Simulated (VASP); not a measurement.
Runs of VASP 6.6.1 on Al. The structure is that of space group P6_3/mmc (No. 194), or close to it. The cells are those of the table. 

```tsv
cell	gap on the mesh (eV)	pressure (GPa)
a = 2.969, b = 2.969, c = 4.416 Å, angles 90.0, 90.0, 120.0°, 2 atoms	none	-1.5
a = 3.009, b = 3.009, c = 4.564 Å, angles 90.0, 90.0, 120.0°, 2 atoms	none	-5.5
a = 2.730, b = 2.730, c = 4.713 Å, angles 90.0, 90.0, 120.0°, 2 atoms	none	6.9
a = 2.969, b = 2.969, c = 4.638 Å, angles 90.0, 90.0, 120.0°, 2 atoms	none	(b)
a = 2.810, b = 2.810, c = 4.416 Å, angles 90.0, 90.0, 120.0°, 2 atoms	none	7.5
a = 2.650, b = 2.650, c = 5.009 Å, angles 90.0, 90.0, 120.0°, 2 atoms	none	9.2
a = 2.690, b = 2.690, c = 4.416 Å, angles 90.0, 90.0, 120.0°, 2 atoms	none	18.7
a = 2.690, b = 2.690, c = 4.713 Å, angles 90.0, 90.0, 120.0°, 2 atoms	none	(c)
a = 2.690, b = 2.690, c = 4.267 Å, angles 90.0, 90.0, 120.0°, 2 atoms	none	24.4
a = 2.890, b = 2.890, c = 4.935 Å, angles 90.0, 90.0, 120.0°, 2 atoms	none	-5.6
a = 2.650, b = 2.650, c = 4.787 Å, angles 90.0, 90.0, 120.0°, 2 atoms	none	13.2
a = 2.690, b = 2.690, c = 4.490 Å, angles 90.0, 90.0, 120.0°, 2 atoms	none	(a)
```

Alike in all rows: task single point; level PBEsol; potentials or basis VASP PAW PBE potentials, release 64 (Al); no spin polarisation; k mesh 18 × 18 × 10; cutoff (eV) 520; smearing gaussian 0.15 eV.

Problem. Estimate the missing entries.

Solution. (a) 16.3; (b) -5.2; (c) 10.5.

Caveats: the PAW data sets were made with another functional, which shifts forces and pressure a little.

A gap of «none» marks levels without a gap at the run's occupations.
